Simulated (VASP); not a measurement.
# MoS (Fm-3m) in VASP: further runs, part 2 of 2

VASP 6.6.1.

### Step 3. Single point, PBE+U, collinear spin

This run uses another cell than the first one, of 20.51 Å³/atom.

INCAR

```
ALGO = Fast
EDIFF = 1E-7
ENCUT = 520
GGA = PE
ISIF = 2
ISMEAR = 0
ISPIN = 2
LASPH = T
LCHARG = F
LDAU = T
LDAUJ = 0 0
LDAUL = 2 -1
LDAUPRINT = 1
LDAUTYPE = 2
LDAUU = 4.38 0
LMAXMIX = 4
LORBIT = 11
LREAL = F
LWAVE = F
MAGMOM = 2 -2 0 0
NBANDS = 32
NELM = 150
PREC = Accurate
SIGMA = 0.1
```

KPOINTS

```
k-points
0
Gamma
  14 14 7
```

POSCAR

```
MoS
1.0
    0.0000000000      2.7373208118      2.7373208118
    2.7373208118      0.0000000000      2.7373208118
    5.4746416237      5.4746416237      0.0000000000
Mo S
2 2
Direct
    0.0000000000      1.0000000000      1.0000000000
    0.0000000000      1.0000000000      0.5000000000
    0.5000000000      0.5000000000      0.2500000000
    0.5000000000      0.5000000000      0.7500000000
```

Potentials or basis: VASP PAW PBE potentials, release 64 (Mo_sv, S).

Launch:

```console
cat potpaw_PBE.64/Mo_sv/POTCAR potpaw_PBE.64/S/POTCAR > POTCAR
mpirun -np 1 vasp_std > vasp.out
```

OUTCAR:

```text
EDIFF = 1E-7
   ENCUT = 520
   GGA = PE
   ISIF = 2
   ISMEAR = 0
   ISPIN = 2
   LASPH = T
   LORBIT = 11
   LREAL = F
   NELM = 150
   PREC = Accurate

 ion  position               nearest neighbor table
   1  0.000  0.000  0.000-   4 2.74   3 2.74   4 2.74   3 2.74   4 2.74   3 2.74
   2  0.000  0.000  0.500-   3 2.74   4 2.74   4 2.74   3 2.74   4 2.74   3 2.74
   3  0.500  0.500  0.250-   1 2.74   2 2.74   2 2.74   1 2.74   2 2.74   1 2.74
   4  0.500  0.500  0.750-   2 2.74   1 2.74   2 2.74   1 2.74   2 2.74   1 2.74

  LATTYP: Found a trigonal (rhomboedric) cell.
 ALAT       =     6.7050392513
 COS(alpha) =     0.8333333333

  Lattice vectors:

 A1 = (   5.4746416237,   2.7373208119,  -2.7373208118)
 A2 = (   2.7373208119,   2.7373208119,  -5.4746416236)
 A3 = (   2.7373208119,   5.4746416237,  -2.7373208118)

Analysis of symmetry for initial positions (statically):
[... 2005 lines left out ...]
------------------------ aborting loop because EDIFF is reached ----------------------------------------

  FORCE on cell =-STRESS in cart. coord.  units (eV):
  Direction    XX          YY          ZZ          XY          YZ          ZX
  --------------------------------------------------------------------------------------
  -------------------------------------------------------------------------------------
  Total       -2.4628553     -2.4628553     -2.4628553     -0.5921536      0.5921536      0.5921536
  in kB      -48.0963805    -48.0963805    -48.0963805    -11.5639939     11.5639939     11.5639939
  external PRESSURE =     -48.0963805 kB  Pullay stress =       0.0000000 kB

 VOLUME and BASIS-vectors are now :
 -----------------------------------------------------------------------------
  energy-cutoff  :      520.00
  volume of cell :       82.04
      direct lattice vectors                 reciprocal lattice vectors
     0.000000000  2.737320812  2.737320812    -0.182660358  0.182660358  0.182660358
     2.737320812  0.000000000  2.737320812     0.182660358 -0.182660358  0.182660358
     5.474641624  5.474641624  0.000000000     0.091330179  0.091330179 -0.091330179

 POSITION                                       TOTAL-FORCE (eV/Angst)
 -----------------------------------------------------------------------------------
      0.00000      0.00000      0.00000         0.000000      0.000000      0.000000
      2.73732      2.73732      0.00000         0.000000      0.000000      0.000000
      2.73732      2.73732      2.73732         0.000000      0.000000      0.000000
      5.47464      5.47464      2.73732        -0.000000     -0.000000     -0.000000
 -----------------------------------------------------------------------------------
    total drift:                               -0.000000      0.000000      0.000000

  FREE ENERGIE OF THE ION-ELECTRON SYSTEM (eV)
  ---------------------------------------------------
  free  energy   TOTEN  =       -21.8459535667 eV

  energy  without entropy=      -21.8289826884  energy(sigma->0) =      -21.83746813

 total charge

# of ion       s       p       d       tot
------------------------------------------
    1        2.183   6.054   3.866  12.103
    2        2.183   6.054   3.866  12.103
    3        1.314   2.383   0.000   3.698
    4        1.314   2.383   0.000   3.698
--------------------------------------------------
tot          6.993  16.876   7.731  31.600

 magnetization (x)

# of ion       s       p       d       tot
------------------------------------------
    1        0.021   0.026   3.246   3.293
    2       -0.021  -0.026  -3.246  -3.293
    3        0.000   0.000   0.000   0.000
    4        0.000   0.000   0.000   0.000
--------------------------------------------------
tot          0.000   0.000   0.000   0.000
```

OSZICAR:

```text
N       E                     dE             d eps       ncg     rms          rms(c)
DAV:   1     0.339145676863E+03    0.33915E+03   -0.21589E+04 19288   0.119E+03
DAV:   2    -0.645068682759E+01   -0.34560E+03   -0.33399E+03 21520   0.340E+02
DAV:   3    -0.192993218866E+02   -0.12849E+02   -0.12544E+02 23320   0.603E+01
[... 10 lines left out ...]
RMM:  14    -0.218459430984E+02   -0.19351E-04   -0.82313E-05 22528   0.485E-02    0.422E-02
RMM:  15    -0.218459512120E+02   -0.81136E-05   -0.33239E-05 21251   0.338E-02    0.118E-02
RMM:  16    -0.218459533858E+02   -0.21738E-05   -0.74882E-06 23647   0.153E-02    0.195E-03
RMM:  17    -0.218459534861E+02   -0.10028E-06   -0.16369E-06 22340   0.647E-03    0.108E-03
RMM:  18    -0.218459535934E+02   -0.10733E-06   -0.34638E-07 19220   0.318E-03    0.512E-04
RMM:  19    -0.218459535667E+02    0.26676E-07   -0.69289E-08 14103   0.137E-03
   1 F= -.21845954E+02 E0= -.21837468E+02  d E =-.169709E-01  mag=     0.0000
```

stdout:

```text
POSCAR found type information on POSCAR MoS
 POSCAR found :  2 types and       4 ions
 scaLAPACK will be used
 LDA part: xc-table for (Slater+PW92), standard interpolation
 -----------------------------------------------------------------------------
|                                                                             |
|           W    W    AA    RRRRR   N    N  II  N    N   GGGG   !!!           |
|           W    W   A  A   R    R  NN   N  II  NN   N  G    G  !!!           |
|           W    W  A    A  R    R  N N  N  II  N N  N  G       !!!           |
|           W WW W  AAAAAA  RRRRR   N  N N  II  N  N N  G  GGG   !            |
|           WW  WW  A    A  R   R   N   NN  II  N   NN  G    G                |
|           W    W  A    A  R    R  N    N  II  N    N   GGGG   !!!           |
|                                                                             |
|     Your reciprocal lattice and k-lattice belong to different lattice       |
|     classes:                                                                |
|                                                                             |
|        The reciprocal lattice is rhombohedral (trigonal),                   |
|        whereas your k-lattice is body-centered cubic.                       |
|                                                                             |
|     Results are often still useful ...                                      |
|                                                                             |
 -----------------------------------------------------------------------------

 POSCAR, INCAR and KPOINTS ok, starting setup
 FFT: planning ... GRIDC
 FFT: planning ... GRID_SOFT
 FFT: planning ... GRID
 WAVECAR not read
 entering main loop
```

It took 27 min on 1 thread of Oxide Virtual Turin-like, shared host; peak memory 0.6 GiB.

Results:

```yaml
Free_energy: -21.8460 eV
Pressure: -4.8 GPa
Band_gap_on_the_k_mesh: zero (filled and empty bands overlap)
Net_moment: 0.00 μB per cell
Site_moments: Mo +3.29, -3.29; S +0.00 μB
Valence_electrons_inside_the_program's_atomic_spheres: Mo 12.10; S 3.70
```

Stress tensor (GPa, compression positive):
```
-4.81 -1.16  1.16
-1.16 -4.81  1.16
 1.16  1.16 -4.81
```

Levels at points of the mesh, in eV from the Fermi level:
Spin up:
| k point | band 16 | band 17 | band 18 | band 19 | band 20 | band 21 | band 22 | band 23 | band 24 | band 25 |
| --- | --- | --- | --- | --- | --- | --- | --- | --- | --- | --- |
| (0.00, 0.00, 0.00) | -2.99 | -2.73 | -2.71 | -2.71 | -0.91 | -0.91 | 1.16 | 2.19 | 2.19 | 2.30 |
| (0.50, 0.00, 0.00) | -3.77 | -3.76 | -2.46 | -2.24 | -0.31 | 0.72 | 1.48 | 1.95 | 2.40 | 3.47 |
Spin down:
| k point | band 16 | band 17 | band 18 | band 19 | band 20 | band 21 | band 22 | band 23 | band 24 | band 25 |
| --- | --- | --- | --- | --- | --- | --- | --- | --- | --- | --- |
| (0.00, 0.00, 0.00) | -2.99 | -2.73 | -2.71 | -2.71 | -0.91 | -0.91 | 1.16 | 2.19 | 2.19 | 2.30 |
| (0.50, 0.00, 0.00) | -3.77 | -3.76 | -2.46 | -2.24 | -0.31 | 0.72 | 1.48 | 1.95 | 2.40 | 3.47 |

Eigenvalues of the final occupation matrices:
```
    site  spin  trace               eigenvalues
site 1 d     1   3.59  0.53 0.53 0.84 0.84 0.85
site 1 d     2   0.32  0.02 0.02 0.02 0.12 0.12
site 2 d     1   0.32  0.02 0.02 0.02 0.12 0.12
site 2 d     2   3.59  0.53 0.53 0.84 0.84 0.85
```

Caveat: the cell stands under tension.

### Step 4. Single point, PBE+U, collinear spin

This run uses another cell than the first one, of 20.51 Å³/atom.

INCAR

```
PREC = Accurate
ENCUT = 520
EDIFF = 1E-7
ISMEAR = 0
SIGMA = 0.1
LREAL = False
LASPH = True
NELM = 150
ALGO = Fast
ISIF = 2
LWAVE = False
LCHARG = False
ISPIN = 2
MAGMOM = 2 -2 0 0
LORBIT = 11
LMAXMIX = 4
LDAU = True
LDAUTYPE = 2
LDAUL = 2 -1
LDAUU = 4.38 0
LDAUJ = 0 0
LDAUPRINT = 1
GGA = PE
NBANDS = 32
```

KPOINTS

```
Automatic mesh
0
Gamma
  14 14 7
```

POSCAR

```
MoS
1.0
    0.0000000000      2.7373208118      2.7373208118
    5.4746416237      2.7373208118      2.7373208118
    5.4746416237      5.4746416237      0.0000000000
Mo S
2 2
Direct
    0.0000000000      1.0000000000      1.0000000000
    0.0000000000      1.0000000000      0.5000000000
    0.5000000000      0.5000000000      0.0000000000
    0.5000000000      0.5000000000      0.5000000000
```

Potentials or basis: VASP PAW PBE potentials, release 64 (Mo_sv, S).

Launch:

```console
cat potpaw_PBE.64/Mo_sv/POTCAR potpaw_PBE.64/S/POTCAR > POTCAR
mpirun -np 1 vasp_std > vasp.out
```

OUTCAR:

```text
PREC = Accurate
   ENCUT = 520
   EDIFF = 1E-7
   ISMEAR = 0
   LREAL = False
   LASPH = True
   NELM = 150
   ISIF = 2
   ISPIN = 2
   LORBIT = 11
   GGA = PE

 ion  position               nearest neighbor table
   1  0.000  0.000  0.000-   4 2.74   4 2.74   4 2.74   3 2.74   4 2.74   3 2.74
   2  0.000  0.000  0.500-   3 2.74   3 2.74   4 2.74   4 2.74   3 2.74   3 2.74
   3  0.500  0.500  0.000-   2 2.74   2 2.74   2 2.74   1 2.74   2 2.74   1 2.74
   4  0.500  0.500  0.500-   1 2.74   1 2.74   2 2.74   2 2.74   1 2.74   1 2.74

  LATTYP: Found a simple tetragonal cell.
 ALAT       =     3.8711562167
 C/A-ratio  =     1.4142135624

  Lattice vectors:

 A1 = (   0.0000000000,  -2.7373208119,   2.7373208118)
 A2 = (   0.0000000000,  -2.7373208118,  -2.7373208118)
 A3 = (   5.4746416237,   0.0000000000,   0.0000000000)

Analysis of symmetry for initial positions (statically):
[... 1985 lines left out ...]

------------------------ aborting loop because EDIFF is reached ----------------------------------------

  FORCE on cell =-STRESS in cart. coord.  units (eV):
  Direction    XX          YY          ZZ          XY          YZ          ZX
  --------------------------------------------------------------------------------------
  -------------------------------------------------------------------------------------
  Total       -2.2402415     -1.8517022     -1.8517022      0.0000000      0.0000000     -0.0000000
  in kB      -43.7490200    -36.1613493    -36.1613493      0.0000000      0.0000000     -0.0000000
  external PRESSURE =     -38.6905729 kB  Pullay stress =       0.0000000 kB

 VOLUME and BASIS-vectors are now :
 -----------------------------------------------------------------------------
  energy-cutoff  :      520.00
  volume of cell :       82.04
      direct lattice vectors                 reciprocal lattice vectors
     0.000000000  2.737320812  2.737320812    -0.182660358  0.182660358  0.182660358
     5.474641624  2.737320812  2.737320812     0.182660358 -0.182660358  0.182660358
     5.474641624  5.474641624  0.000000000     0.000000000  0.182660358 -0.182660358

 POSITION                                       TOTAL-FORCE (eV/Angst)
 -----------------------------------------------------------------------------------
      0.00000      0.00000      0.00000         0.000000     -0.000000      0.000000
      2.73732      2.73732      0.00000        -0.000000      0.000000     -0.000000
      2.73732      2.73732      2.73732        -0.000000      0.000000      0.000000
      5.47464      5.47464      2.73732        -0.000000     -0.000000     -0.000000
 -----------------------------------------------------------------------------------
    total drift:                               -0.000000      0.000000      0.000000

  FREE ENERGIE OF THE ION-ELECTRON SYSTEM (eV)
  ---------------------------------------------------
  free  energy   TOTEN  =       -22.6067999434 eV

  energy  without entropy=      -22.5998021922  energy(sigma->0) =      -22.60330107

 total charge

# of ion       s       p       d       tot
------------------------------------------
    1        2.186   6.054   3.884  12.124
    2        2.186   6.054   3.884  12.124
    3        1.327   2.374   0.000   3.701
    4        1.327   2.374   0.000   3.701
--------------------------------------------------
tot          7.026  16.856   7.767  31.650

 magnetization (x)

# of ion       s       p       d       tot
------------------------------------------
    1        0.051   0.028   3.406   3.485
    2       -0.051  -0.028  -3.406  -3.485
    3       -0.004   0.034   0.000   0.030
    4        0.004  -0.034   0.000  -0.030
--------------------------------------------------
tot          0.000   0.000   0.000   0.000
```

OSZICAR:

```text
N       E                     dE             d eps       ncg     rms          rms(c)
DAV:   1     0.337212771400E+03    0.33721E+03   -0.21538E+04 19184   0.119E+03
DAV:   2    -0.682265391915E+01   -0.34404E+03   -0.33209E+03 21568   0.340E+02
DAV:   3    -0.197014102078E+02   -0.12879E+02   -0.12572E+02 23320   0.602E+01
[... 11 lines left out ...]
RMM:  15    -0.226067975247E+02   -0.88905E-05   -0.22488E-05 21350   0.278E-02    0.851E-03
RMM:  16    -0.226067993166E+02   -0.17919E-05   -0.48302E-06 23495   0.132E-02    0.310E-03
RMM:  17    -0.226067997176E+02   -0.40104E-06   -0.11758E-06 22643   0.604E-03    0.213E-03
RMM:  18    -0.226067999311E+02   -0.21348E-06   -0.53705E-07 19528   0.438E-03    0.118E-03
RMM:  19    -0.226067999434E+02   -0.12275E-07   -0.22396E-07 16234   0.279E-03
   1 F= -.22606800E+02 E0= -.22603301E+02  d E =-.699775E-02  mag=     0.0000
```

It took 40 min on 1 thread of Oxide Virtual Turin-like, shared host; peak memory 0.67 GiB.

Results:

```yaml
Free_energy: -22.6068 eV
Pressure: -3.9 GPa
Band_gap_on_the_k_mesh: zero (filled and empty bands overlap)
Net_moment: 0.00 μB per cell
Site_moments: Mo +3.48, -3.48; S +0.03, -0.03 μB
Valence_electrons_inside_the_program's_atomic_spheres: Mo 12.12; S 3.70
```

Levels at points of the mesh, in eV from the Fermi level:
Spin up:
```
           k point  band 16  band 17  band 18  band 19  band 20  band 21  band 22  band 23  band 24  band 25
(0.00, 0.00, 0.00)    -2.99    -2.54    -2.54    -2.52    -1.91    -1.60     0.53     0.97     1.82     2.61
(0.50, 0.00, 0.00)    -4.12    -2.24    -2.03    -1.76     2.11     2.21     2.47     2.67     3.54     3.59
(0.50, 0.50, 0.00)    -3.59    -3.59    -3.55    -2.23    -1.47    -0.65     1.38     2.01     2.01     2.73
```
Spin down:
```csv
k point,band 18,band 19,band 20,band 21,band 22,band 23
"(0.00, 0.00, 0.00)",-2.54,-2.52,-1.91,-1.60,0.53,0.97
"(0.50, 0.00, 0.00)",-2.03,-1.76,2.11,2.21,2.47,2.67
"(0.50, 0.50, 0.00)",-3.55,-2.23,-1.47,-0.65,1.38,2.01
```

Eigenvalues of the final occupation matrices:
| site | spin | trace | eigenvalues |
| --- | --- | --- | --- |
| site 1 d | 1 | 3.68 | 0.55 0.60 0.84 0.84 0.85 |
| site 1 d | 2 | 0.24 | 0.02 0.02 0.02 0.09 0.09 |
| site 2 d | 1 | 0.24 | 0.02 0.02 0.02 0.09 0.09 |
| site 2 d | 2 | 3.68 | 0.55 0.60 0.84 0.84 0.85 |

Caveat: the cell stands under tension.

### Step 5. Summary

```tsv
cell	gap on the mesh (eV)	pressure (GPa)	moment (μB)
a = 3.819, b = 6.614, c = 7.638 Å, angles 30.0, 60.0, 54.7°, 4 atoms, atomic positions A	none	-0.9	0.00
a = 3.871, b = 3.871, c = 7.742 Å, angles 60.0°, 4 atoms, atomic positions B	none	-4.8	0.00
a = 3.871, b = 6.705, c = 7.742 Å, angles 30.0, 60.0, 54.7°, 4 atoms, atomic positions A	none	-3.9	0.00
```

Alike in all rows: task single point; level PBE+U; potentials or basis VASP PAW PBE potentials, release 64 (Mo_sv, S); spin collinear; Mo d U = 4.38 eV; k mesh 14 × 14 × 7; cutoff (eV) 520; smearing gaussian 0.1 eV.

Caveats: the cell stands under tension (at least some runs).

Absolute energies hang on the potentials; compare differences alone.
